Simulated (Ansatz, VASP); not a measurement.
Two plane-wave programs on Rh

```
Rh
1.0
     2.93580    0.00000    0.00000
    -1.46790    2.36510    0.00000
     0.00000    0.00000    4.42849
Rh
2
Direct
  0.66667 0.33333 0.75000
  0.33333 0.66667 0.25000
```

Change from the starting cell: strain +0.0750 x Voigt [1, 0, 0, 0, 0, 0], atoms carried along.

Alike in both runs: task single point; functional LDA; k mesh 18 × 18 × 12; occupations methfessel-paxton of order 1, width 0.02 eV; no spin polarisation.

|  | VASP | Ansatz |
| --- | --- | --- |
| version | VASP 6.6.1 | Ansatz 0.2.0 |
| potentials or method | VASP PAW LDA potentials, release 64 (Rh_pv), cutoff 520 eV | scalar-relativistic, plane waves, PAW |
| valence electrons in the cell | 30 | 34 |

|  | VASP | Ansatz | Ansatz less VASP |
| --- | --- | --- | --- |
| gap on the k mesh at the Fermi level (eV) | none | none | - |
| pressure (GPa) | -30.4 | -30.9 | -0.47 |
| traceless stress, the component that is largest in VASP (GPa) | -6.14 | -6.07 | +0.072 |
| rms of the force components (eV/Å) | 0.067 | 0.065 | -0.0017 |

LDA's correlation is that of Perdew and Zunger in VASP and of Perdew and Wang (1992) in Ansatz. Atom by atom the forces differ by 0.002 eV/Å (rms over components). A gap of «none» marks a metal or a gap that the smearing closes. Both programs put the cell under strong tension, so it lies far from rest at this level. VASP's potentials hold 30 valence electrons a cell and Ansatz's 34, so a difference there can come from the potentials and not from the codes.

Noted on VASP's run: the cell as given lies far from equilibrium.
